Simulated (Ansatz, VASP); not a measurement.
**One calculation of LaHg2, two programs**

File INCAR:

```
ALGO = Normal ; EDIFF = 1E-7
ENCUT = 520 ; ISIF = 2
ISMEAR = -1 ; LASPH = T
LCHARG = T ; LELF = T
LREAL = F ; LVHAR = T
LWAVE = F ; NBANDS = 24
NELM = 100 ; PREC = Accurate
SIGMA = 0.08
```

File KPOINTS:

```
k-points
0
Gamma
  8 8 9
```

The input POSCAR:

```
LaHg2
1.0
    4.9908336714      0.0000000000      0.0000000000
   -2.4954168357      4.3221887455      0.0000000000
    0.0000000000      0.0000000000      3.6641066628
La Hg
1 2
Direct
    0.0000000000      0.0000000000      0.0000000000
    0.3333333333      0.6666666667      0.5000000000
    0.6666666667      0.3333333333      0.5000000000
```

Input for Ansatz:

```yaml
crystal:
  lattice:
    - [4.9908336714, 0.0, 0.0]
    - [-2.4954168357, 4.3221887455, 0.0]
    - [0.0, 0.0, 3.6641066628]
  atoms:
    - { symbol: La, position: [0.0, 0.0, 0.0] }
    - { symbol: Hg, position: [0.3333333333, 0.6666666667, 0.5] }
    - { symbol: Hg, position: [0.6666666667, 0.3333333333, 0.5] }
kpoints:
  mp_grid: { grid: [8, 8, 9] }
  band_path:
    path:
      - [0.0, 0.0, 0.0]
      - [0.5, 0.0, 0.0]
      - [0.3333333333, 0.3333333333, 0.0]
      - [0.0, 0.0, 0.0]
      - [0.0, 0.0, 0.5]
      - [0.5, 0.0, 0.5]
      - [0.3333333333, 0.3333333333, 0.5]
      - [0.0, 0.0, 0.5]
      - [0.5, 0.0, 0.5]
    npoints: 5
scf:
  occupations: { method: fermi_dirac, width: 0.08 }
hamiltonian:
  xc: lda
  pseudopotentials: { kind: all_electron, lapw: { basis_error: 0.001 } }
output:
  forces: true
  stress: true
  eigenvalues: true
```

Change from the starting cell: volume scaled by 1.02.

Alike in both runs: task single point; functional LDA; k mesh 8 × 8 × 9; occupations fermi-dirac, width 0.08 eV; no spin polarisation.

|  | VASP | Ansatz |
| --- | --- | --- |
| version | VASP 6.6.1 | Ansatz 0.2.0 |
| potentials or method | VASP PAW LDA potentials, release 64 (La, Hg), cutoff 520 eV | all-electron LAPW, scalar-relativistic |

```csv
,VASP,Ansatz,Ansatz less VASP
pressure (GPa),-3.8,-4.1,-0.38
"traceless stress, the component that is largest in VASP (GPa)",-0.45,-0.20,+0.254
```

LDA's correlation is that of Perdew and Zunger in VASP and of Perdew and Wang (1992) in Ansatz. Ansatz ran all-electron here, and VASP with PAW potentials.

Neither program's run includes spin-orbit coupling.
